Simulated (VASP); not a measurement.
# In2S (P-4m2) in VASP: a series of runs, part 2 of 2

VASP 6.6.1. Earlier steps stand in the parts before.

**3. Relaxation of cell and atoms, PBE**

This run uses another cell than the first one, of 28.17 Å³/atom, 0.997 times its volume.

Contents of INCAR:

```
PREC = Accurate ; ENCUT = 600
EDIFF = 1E-6 ; ISMEAR = 0
SIGMA = 0.1 ; LREAL = F
LASPH = T ; NELM = 100
ALGO = Normal ; ISIF = 3
LWAVE = F ; LCHARG = F
GGA = PE ; IBRION = 2
NSW = 100 ; EDIFFG = -0.01
```

Contents of KPOINTS:

```
Automatic mesh
0
Gamma
  12 12 8
```

Contents of POSCAR:

```
In2S
1.0
    3.9430601000      0.0000000000      0.0000000000
    0.0000000000      3.9430601000      0.0000000000
    0.0000000000      0.0000000000      5.4349541000
In S
2 1
Direct
    0.5000000000      0.0000000000      0.6611510000
    0.0000000000      0.5000000000      0.3388490000
    0.0000000000      0.0000000000      0.0000000000
```

Potentials or basis: VASP PAW PBE potentials, release 64 (In_d, S).

Launch:

```bash
cat potpaw_PBE.64/In_d/POTCAR potpaw_PBE.64/S/POTCAR > POTCAR
mpirun -np 1 vasp_std > vasp.out
```

OUTCAR:

```text
PREC = Accurate
   ENCUT = 600
   EDIFF = 1E-6
   ISMEAR = 0
   LREAL = F
   LASPH = T
   NELM = 100
   ISIF = 3
   GGA = PE
   IBRION = 2
   NSW = 100
   EDIFFG = -0.01

 ion  position               nearest neighbor table
   1  0.500  0.000  0.661-   3 2.70   3 2.70   2 3.29   2 3.29   2 3.29   2 3.29
   2  0.000  0.500  0.339-   3 2.70   3 2.70   1 3.29   1 3.29   1 3.29   1 3.29
   3  0.000  0.000  0.000-   1 2.70   2 2.70   2 2.70   1 2.70

  LATTYP: Found a simple tetragonal cell.
 ALAT       =     3.9430601000
 C/A-ratio  =     1.3783594371

  Lattice vectors:

 A1 = (   3.9430601000,   0.0000000000,   0.0000000000)
 A2 = (   0.0000000000,   3.9430601000,   0.0000000000)
 A3 = (   0.0000000000,   0.0000000000,   5.4349541000)

Analysis of symmetry for initial positions (statically):
=====================================================================
 Subroutine PRICEL returns:
 Original cell was already a primitive cell.

 Routine SETGRP: Setting up the symmetry group for a
 simple tetragonal supercell.

 Subroutine GETGRP returns: Found  8 space group operations
 (whereof  8 operations were pure point group operations)
 out of a pool of 16 trial point group operations.

The static configuration has the point symmetry D_2d.

Analysis of symmetry for dynamics (positions and initial velocities):
=====================================================================
 Subroutine PRICEL returns:
 Original cell was already a primitive cell.

 Routine SETGRP: Setting up the symmetry group for a
 simple tetragonal supercell.

[... 171 lines left out ...]
  volume of cell :       84.50
      direct lattice vectors                 reciprocal lattice vectors
     3.943060100  0.000000000  0.000000000     0.253610134  0.000000000  0.000000000
     0.000000000  3.943060100  0.000000000     0.000000000  0.253610134  0.000000000
     0.000000000  0.000000000  5.434954100     0.000000000  0.000000000  0.183994194

 POSITION                                       TOTAL-FORCE (eV/Angst)
 -----------------------------------------------------------------------------------
      1.97153      0.00000      3.59333         0.000000      0.000000      0.006045
      0.00000      1.97153      1.84163        -0.000000     -0.000000     -0.006045
      0.00000      0.00000      0.00000         0.000000     -0.000000      0.000000
 -----------------------------------------------------------------------------------
    total drift:                                0.000000      0.000000      0.000000

  FREE ENERGIE OF THE ION-ELECTRON SYSTEM (eV)
  ---------------------------------------------------
  free  energy   TOTEN  =       -10.0682245949 eV

  energy  without entropy=      -10.0649976299  energy(sigma->0) =      -10.06661111

--------------------------------------- Ionic step        2  -------------------------------------------

 number of electron      32.0000002 magnetization

 Free energy of the ion-electron system (eV)
  ---------------------------------------------------
  ext. energy  EPLUGINS =         0.00000000
  ---------------------------------------------------
  free energy    TOTEN  =       -10.06825998 eV

  energy without entropy =      -10.06504025  energy(sigma->0) =      -10.06665011

 E-fermi :   5.2240     XC(G=0):  -9.1788

 val. band max:        5.2206623278   @ k =   0.5000   0.3333   0.2500
 cond. band min:       5.2376514292   @ k =   0.1667   0.0833   0.2500
 fundamental gap:      0.0169891014
 Fermi energy:         5.2239709309

 k-point     1 :       0.0000    0.0000    0.0000
  band No.  band energies     occupation
      1      -9.5191      2.00000
      2      -9.3158      2.00000
      3      -9.3003      2.00000
      4      -9.3003      2.00000
      5      -9.2826      2.00000
      6      -9.2157      2.00000
[... 541 lines left out ...]
     19       7.3893      0.00000
     20       8.7934      0.00000

 [... further k-points ...]
[... 5 lines left out ...]
  --------------------------------------------------------------------------------------
  -------------------------------------------------------------------------------------
  Total        0.0131352      0.0131352      0.0156373      0.0000000     -0.0000000      0.0000000
  in kB        0.2487291      0.2487291      0.2961096      0.0000000     -0.0000000      0.0000000
  external PRESSURE =       0.2645226 kB  Pullay stress =       0.0000000 kB

 VOLUME and BASIS-vectors are now :
 -----------------------------------------------------------------------------
  energy-cutoff  :      600.00
  volume of cell :       84.61
      direct lattice vectors                 reciprocal lattice vectors
     3.944442784  0.000000000  0.000000000     0.253521233  0.000000000  0.000000000
     0.000000000  3.944442784  0.000000000     0.000000000  0.253521233  0.000000000
     0.000000000  0.000000000  5.438106517     0.000000000  0.000000000  0.183887535

 POSITION                                       TOTAL-FORCE (eV/Angst)
 -----------------------------------------------------------------------------------
      1.97222      0.00000      3.59570        -0.000000     -0.000000      0.008973
      3.94444      1.97222      1.84241         0.000000      0.000000     -0.008973
      0.00000      3.94444      0.00000        -0.000000     -0.000000      0.000000
 -----------------------------------------------------------------------------------
    total drift:                                0.000000     -0.000000      0.000000

  FREE ENERGIE OF THE ION-ELECTRON SYSTEM (eV)
  ---------------------------------------------------
  free  energy   TOTEN  =       -10.0682599778 eV

  energy  without entropy=      -10.0650402479  energy(sigma->0) =      -10.06665011

 reached required accuracy - stopping structural energy minimisation
```

Run time: 6.1 min. Hardware: 1 thread of Oxide Virtual Turin-like, shared host; peak memory 0.37 GiB.

What came out:

| Quantity | Value |
| --- | --- |
| Free energy | -10.0683 eV |
| Relaxed volume | 28.20 Å³/atom |
| Relaxed cell | a = 3.944 Å, b = 3.944 Å, c = 5.438 Å, α = 90.00°, β = 90.00°, γ = 90.00° |
| Space group after relaxing (to 0.05 Å) | P-4m2 (No. 115) |
| Energy gained by relaxing | 0.0 meV/atom |
| Ionic steps | 2 |
| Pressure after relaxing | 0.0 GPa |
| Largest force after relaxing | 0.009 eV/Å |
| Band gap on the k mesh | zero (band 16 reaches 6.71 eV, above the bottom of band 17 at 3.81 eV) |

Forces in eV/Å, atoms in the order of the input:
```
In   0.000  0.000  0.009
In   0.000  0.000 -0.009
S    0.000  0.000  0.000
```

Final structure:
```
In S
1.0
     3.94444    0.00000    0.00000
     0.00000    3.94444    0.00000
     0.00000    0.00000    5.43811
In S
2 1
Direct
  0.50000 0.00000 0.66120
  0.00000 0.50000 0.33880
  0.00000 0.00000 0.00000
```

Caveat: spin-orbit coupling is left out, which moves the levels of the heavy elements.
